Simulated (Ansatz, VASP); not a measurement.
## B2N3O in VASP and in Ansatz

INCAR

```
SYSTEM = B2N3O
ALGO     = Normal         ! electronic algorithm
EDIFF    = 1E-6           ! SCF threshold, eV
ENCUT    = 520            ! plane-wave cutoff, eV
GGA      = PE             ! functional
ISIF     = 2              ! what is computed and relaxed
ISMEAR   = 0              ! smearing method
LASPH    = .True.         ! aspherical terms in the spheres
LCHARG   = .True.         ! write CHGCAR
LELF     = .True.         ! ELF
LREAL    = .False.        ! projectors in reciprocal space
LVHAR    = .True.       
LWAVE    = .False.        ! write WAVECAR
NBANDS   = 22             ! bands
NELM     = 80             ! most SCF steps
PREC     = Accurate       ! precision mode
SIGMA    = 0.1            ! smearing width, eV
```

KPOINTS

```
k-points
0
Gamma
  6 6 4
  0 0 0
```

The input POSCAR:

```
B2N3O
1.0
    3.1297004300      0.0000000000      0.0000000000
    0.0000000000      3.1297004300      0.0000000000
    0.0000000000      0.0000000000      5.7427081800
B N O
2 3 1
Direct
    0.0000000000      0.0000000000      0.3600756000
    0.0000000000      0.0000000000      0.6399244000
    0.0000000000      0.5000000000      0.8080149400
    0.5000000000      0.0000000000      0.1919850600
    0.0000000000      0.0000000000      0.0000000000
    0.5000000000      0.5000000000      0.0000000000
```

Input for Ansatz:

```yaml
crystal:
  lattice:
    - [3.12970043, 0.0, 0.0]
    - [0.0, 3.12970043, 0.0]
    - [0.0, 0.0, 5.74270818]
  atoms:
    - { symbol: B, position: [0.0, 0.0, 0.3600756] }
    - { symbol: B, position: [0.0, 0.0, 0.6399244] }
    - { symbol: "N", position: [0.0, 0.5, 0.80801494] }
    - { symbol: "N", position: [0.5, 0.0, 0.19198506] }
    - { symbol: "N", position: [0.0, 0.0, 0.0] }
    - { symbol: O, position: [0.5, 0.5, 0.0] }
basis:
  ecutwfc: 420
kpoints:
  mp_grid: { grid: [6, 6, 4] }
hamiltonian:
  xc: pbe
scf:
  occupations: { method: gaussian, width: 0.1 }
  lower_state_search: "off"
output:
  forces: true
  stress: true
  eigenvalues: true
```

Alike in both runs: task single point; functional PBE; k mesh 6 × 6 × 4; occupations gaussian, width 0.1 eV; no spin polarisation.

```csv
,VASP,Ansatz
version,VASP 6.6.1,Ansatz 0.2.0
potentials or method,"VASP PAW PBE potentials, release 64 (B, N, O), cutoff 520 eV","scalar-relativistic, plane waves, PAW"
valence electrons in the cell,27,27
```

|  | VASP | Ansatz | Ansatz less VASP |
| --- | --- | --- | --- |
| gap on the k mesh at the Fermi level (eV) | none | none | - |
| pressure (GPa) | -1.8 | -1.7 | +0.12 |
| traceless stress, the component that is largest in VASP (GPa) | -7.79 | -7.88 | -0.087 |
| rms of the force components (eV/Å) | 1.606 | 1.596 | -0.0097 |

Atom by atom the forces differ by 0.010 eV/Å (rms over components). A gap of «none» marks a metal or a gap that the smearing closes.
